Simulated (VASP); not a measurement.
Wanted: the native input for a VASP 6.6.1 run.

- Task: single point
- Functional: PBE
- Potentials or basis: VASP PAW PBE potentials, release 64 (Al, Cu, N)
- Cutoff: 520 eV
- k mesh: 8 × 8 × 8
- Occupations: gaussian, width 0.1 eV
- Spin: no spin polarisation
- Dipole correction: no
- Further INCAR settings: ALGO = Normal; EDIFF = 1e-06; NBANDS = 38

The structure of AlCu3N4 lies in POSCAR:

```
AlCu3N4
1.0
    4.1452767932      0.0000000000      0.0000000000
    0.0000000000      4.1452767932      0.0000000000
    0.0000000000      0.0000000000      4.1454972274
Al Cu N
1 3 4
Direct
    0.5000000000      0.5000000000      0.0000000000
    0.5000000000      0.0000000000      0.5000000000
    0.0000000000      0.5000000000      0.5000000000
    0.0000000000      0.0000000000      0.0000000000
    0.5000000000      0.5000000000      0.5000000000
    0.5000000000      0.0000000000      0.0000000000
    0.0000000000      0.5000000000      0.0000000000
    0.0000000000      0.0000000000      0.5000000000
```

The input as run:

INCAR

```
SYSTEM = AlCu3N4
  PREC = Accurate
  ENCUT = 520
  EDIFF = 1E-6
  ISMEAR = 0
  SIGMA = 0.1
  LREAL = .False.
  LASPH = .True.
  NELM = 60
  ALGO = Normal
  ISIF = 2
  LWAVE = .False.
  LCHARG = .False.
  GGA = PE
  NBANDS = 38
```

KPOINTS

```
regular mesh
0
Gamma
  8 8 8
  0 0 0
```

Potentials or basis: VASP PAW PBE potentials, release 64 (Al, Cu, N).

Command:

```sh
$ cat potpaw_PBE.64/Al/POTCAR potpaw_PBE.64/Cu/POTCAR potpaw_PBE.64/N/POTCAR > POTCAR
$ mpirun -np 1 vasp_std > vasp.out
```

It gave:

```json
{
  "Pressure": "0.2 GPa",
  "Band gap on the k mesh": "zero (band 28 reaches 9.81 eV, above the bottom of band 29 at 6.74 eV)"
}
```

Wall time 2.8 min on 1 thread of Intel(R) Xeon(R) Platinum 8259CL CPU @ 2.50GHz (Skylake/Cascade Lake), with other jobs on the host, peak memory 0.29 GiB.
